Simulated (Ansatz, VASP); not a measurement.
**MgO in VASP and in Ansatz**

Contents of INCAR:

```
PREC     = Accurate       # precision mode
ENCUT    = 600            # plane-wave cutoff, eV
EDIFF    = 1E-6           # SCF threshold, eV
ISMEAR   = 0              # smearing method
SIGMA    = 0.15           # smearing width, eV
LREAL    = False          # projectors in reciprocal space
LASPH    = True           # aspherical terms in the spheres
NELM     = 120            # most SCF steps
ALGO     = Normal         # electronic algorithm
ISIF     = 2              # what is computed and relaxed
LWAVE    = False          # write WAVECAR
LCHARG   = False          # write CHGCAR
GGA      = PE             # functional
NBANDS   = 11             # bands
GGA_COMPAT= False
```

KPOINTS

```
regular mesh
0
Gamma
  8 8 8
```

The input POSCAR:

```
MgO
1.0
    0.0000000000      2.1090500000      2.1090500000
    2.1090500000      0.0000000000      2.1090500000
    2.1090500000      2.1090500000      0.0000000000
Mg O
1 1
Direct
    0.0000000000      0.0000000000      0.0000000000
    0.5000000000      0.5000000000      0.5000000000
```

Input for Ansatz:

```yaml
crystal:
  lattice:
    - [0.0, 2.10905, 2.10905]
    - [2.10905, 0.0, 2.10905]
    - [2.10905, 2.10905, 0.0]
  atoms:
    - { symbol: Mg, position: [0.0, 0.0, 0.0] }
    - { symbol: O, position: [0.5, 0.5, 0.5] }
hamiltonian:
  xc: pbe
  pseudopotentials: { kind: paw }
basis:
  ecutwfc: 420
kpoints:
  mp_grid: { grid: [8, 8, 8] }
scf:
  occupations: { method: gaussian, width: 0.15 }
  lower_state_search: "off"
  max_iter: 70
output:
  forces: true
  stress: true
```

Alike in both runs: task single point; functional PBE; k mesh 8 × 8 × 8; occupations gaussian, width 0.15 eV; no spin polarisation.

```csv
,VASP,Ansatz
version,VASP 6.6.1,Ansatz 0.2.0
potentials or method,"VASP PAW PBE potentials, release 64 (Mg, O), cutoff 600 eV","PAW, plane waves, scalar-relativistic"
valence electrons in the cell,8,16
```

|  | VASP | Ansatz | Ansatz less VASP |
| --- | --- | --- | --- |
| pressure (GPa) | 3.0 | 4.0 | +0.98 |

The functional is the same, so the differences come from potentials, cutoffs and numerics. VASP's potentials hold 8 valence electrons a cell and Ansatz's 16, so a difference there can come from the potentials and not from the codes.
